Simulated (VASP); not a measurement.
Set up this calculation in VASP 6.6.1, as the native input.

```yaml
Task: single point
Functional: r2SCAN
Dispersion: rVV10
Potentials_or_basis: VASP PAW PBE potentials, release 64 (Mo_sv, S)
Cutoff: 520 eV
k_mesh: 8 × 8 × 8
Occupations: fermi-dirac, width 0.02 eV
Spin: no spin polarisation
Dipole_correction: no
Further_INCAR_settings: ALGO = Normal; EDIFF = 1e-06; NBANDS = 20
```

The system is MoS2.

```
Mo S
1.0
     1.58759    0.91660    6.19393
    -1.58759    0.91660    6.19393
     0.00000   -1.83319    6.19393
Mo S
1 2
Direct
  0.00010 0.00010 0.00010
  0.24979 0.24979 0.24979
  0.41711 0.41711 0.41711
```

The input as run:

POSCAR

```
MoS2
1.0
    1.5875903429      0.9165957119      6.1939280739
   -1.5875903429      0.9165957119      6.1939280739
    0.0000000000     -1.8331914237      6.1939280739
Mo S
1 2
Direct
    0.0000965174      0.0000965174      0.0000965174
    0.2497906778      0.2497906778      0.2497906778
    0.4171128049      0.4171128049      0.4171128049
```

INCAR.step1

```
PREC = Accurate
ENCUT = 520
ISMEAR = -1
SIGMA = 0.02
LREAL = False
LASPH = True
NELM = 60
NBANDS = 20
GGA = PE
ALGO = Normal
EDIFF = 1E-4
LWAVE = True
LCHARG = False
```

INCAR.step2

```
PREC = Accurate
ENCUT = 520
EDIFF = 1E-6
ISMEAR = -1
SIGMA = 0.02
LREAL = False
LASPH = True
NELM = 60
ALGO = Normal
ISIF = 2
LWAVE = False
LCHARG = False
METAGGA = R2SCAN
LMIXTAU = True
LUSE_VDW = True
IVDW_NL = 2
BPARAM = 11.95
CPARAM = 0.0093
NBANDS = 20
ISTART = 1
```

KPOINTS

```
regular mesh
0
Gamma
  8 8 8
```

Potentials or basis: VASP PAW PBE potentials, release 64 (Mo_sv, S).

Command:

```bash
$ cat potpaw_PBE.64/Mo_sv/POTCAR potpaw_PBE.64/S/POTCAR > POTCAR
$ cp INCAR.step1 INCAR
$ mpirun -np 1 vasp_std > vasp.out
$ cp INCAR.step2 INCAR
$ mpirun -np 1 vasp_std > vasp.out
```

Results of the run:

```yaml
Pressure: 0.2 GPa
Largest_force: 0.016 eV/Å
Band_gap_on_the_k_mesh: 1.14 eV (least direct gap 2.11 eV)
```

Caveat: the PAW data sets were made with another functional, which shifts forces and pressure a little.

Run time: 27 min on 1 thread of Intel Xeon 8259CL (shared host), peak memory 0.77 GiB.
